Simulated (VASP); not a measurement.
Set up this calculation in VASP 6.6.1, as the native input.

```
Task                   : single point
Functional             : LDA
Potentials or basis    : VASP PAW LDA potentials, release 64 (Ga_d)
Cutoff                 : 520 eV
k mesh                 : 7 × 7 × 7
Occupations            : fermi-dirac, width 0.1 eV
Spin                   : no spin polarisation
Dipole correction      : no
Further INCAR settings : ALGO = Normal; EDIFF = 1e-06; NBANDS = 62
```

The structure of Ga lies in POSCAR:

```
Ga
1.0
    5.2038210599      0.0000000000      0.0000000000
    0.0000000000      5.2038210599      0.0000000000
    0.0000000000      0.0000000000      5.2038210599
Ga
8
Direct
    1.0000000000      1.0000000000      0.0000000000
    0.5000000000      0.5000000000      0.5000000000
    0.2500000000      1.0000000000      0.5000000000
    0.7500000000      1.0000000000      0.5000000000
    0.5000000000      0.2500000000      0.0000000000
    0.5000000000      0.7500000000      1.0000000000
    0.0000000000      0.5000000000      0.2500000000
    0.0000000000      0.5000000000      0.7500000000
```

These files were run (other wordings do the same):

INCAR

```
SYSTEM = Ga
ALGO     = Normal         ! electronic algorithm
EDIFF    = 1E-6           ! SCF threshold, eV
ENCUT    = 520            ! plane-wave cutoff, eV
ISIF     = 2              ! what is computed and relaxed
ISMEAR   = -1             ! smearing method
LASPH    = .True.         ! aspherical terms in the spheres
LCHARG   = .False.        ! write CHGCAR
LREAL    = .False.        ! projectors in reciprocal space
LWAVE    = .False.        ! write WAVECAR
NBANDS   = 62             ! bands
NELM     = 60             ! most SCF steps
PREC     = Accurate       ! precision mode
SIGMA    = 0.1            ! smearing width, eV
```

KPOINTS

```
k-points
0
Gamma
  7 7 7
  0 0 0
```

Potentials or basis: VASP PAW LDA potentials, release 64 (Ga_d).

The run is started by

```bash
$ cat potpaw_LDA.64/Ga_d/POTCAR > POTCAR
$ mpirun -np 1 vasp_std > vasp.out
```

Results of the run:

```
Pressure               : -0.3 GPa
Band gap on the k mesh : zero (band 52 reaches 8.75 eV, above the bottom of band 53 at 5.12 eV)
```

Wall time 2.1 min on 1 thread of AMD EPYC 7R13 Processor (Zen 3), with other jobs on the host, peak memory 0.22 GiB.
